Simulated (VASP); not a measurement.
Input of a VASP 6.6.1 run:

The input INCAR:

```
PREC = Accurate
ENCUT = 500
EDIFF = 1E-7
ISMEAR = 0
SIGMA = 0.1
LREAL = False
LASPH = True
NELM = 120
ALGO = Normal
ISIF = 3
LWAVE = False
LCHARG = False
GGA = PE
IBRION = 2
NSW = 80
EDIFFG = -0.05
GGA_COMPAT = False
NELMIN = 4
```

The input KPOINTS:

```
Automatic mesh
0
Gamma
  8 8 8
```

The input POSCAR:

```
Sb
1.0
    0.0000000000      2.2177795530      2.2177795530
    2.2177795530      0.0000000000      2.2177795530
    2.2177795530      2.2177795530      0.0000000000
Sb
1
Direct
    0.0000000000      0.0000000000      0.0000000000
```

Potentials or basis: VASP PAW PBE potentials, release 64 (Sb).

The run is started by

```console
$ cat potpaw_PBE.64/Sb/POTCAR > POTCAR
$ mpirun -np 1 vasp_std > vasp.out
```

Question: Predict the relaxed cell.

Answer: a = 3.397 Å, b = 3.397 Å, c = 3.397 Å, α = 60.00°, β = 60.00°, γ = 60.00°.

Question: Estimate the relaxed volume.

Answer: 27.72 Å³/atom.

Question: Predict the space group after relaxing (to 0.05 Å).

Answer: Fm-3m (No. 225).

The path:
```csv
step,energy change (eV),largest force (eV/Å),pressure (GPa),volume (Å³)
1,0.0000,0.0000,23.56,21.82
2,-0.1779,0.0000,-7.66,33.60
3,-0.3503,0.0000,-0.14,27.72
```

Caveat: the volume moved by over 15 % at a fixed basis, so the end points are rough.
